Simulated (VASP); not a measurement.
Set up this calculation in VASP 6.6.1, as the native input.

* Task: single point
* Functional: PBE
* Potentials or basis: VASP PAW PBE potentials, release 64 (Pd)
* Cutoff: 520 eV
* k mesh: 12 × 12 × 12
* Occupations: fermi-dirac, width 0.05 eV
* Spin: no spin polarisation
* Dipole correction: no
* Further INCAR settings: ALGO = Normal; EDIFF = 1e-06; NBANDS = 11

The structure of Pd lies in POSCAR:

```
Pd
1.0
    0.0000000000      1.9465000000      1.9075700000
    1.9465000000      0.0000000000      1.9075700000
    1.9465000000      1.9465000000      0.0000000000
Pd
1
Direct
    0.0000000000      0.0000000000      0.0000000000
```

The input as run:

INCAR

```
PREC = Accurate
ENCUT = 520
EDIFF = 1E-6
ISMEAR = -1
SIGMA = 0.05
LREAL = F
LASPH = T
NELM = 100
ALGO = Normal
ISIF = 2
LWAVE = F
LCHARG = F
GGA = PE
NBANDS = 11
```

KPOINTS

```
Automatic mesh
0
Gamma
  12 12 12
```

Potentials or basis: VASP PAW PBE potentials, release 64 (Pd).

Launch:

```console
$ cat potpaw_PBE.64/Pd/POTCAR > POTCAR
$ mpirun -np 1 vasp_std > vasp.out
```

It gave:

The pressure is 11.0 GPa. The band gap on the k mesh is zero (band 5 reaches 10.48 eV, above the bottom of band 6 at 8.83 eV).

Wall time 23 s on 1 thread of Intel Xeon 8259CL (shared host), peak memory 0.14 GiB.
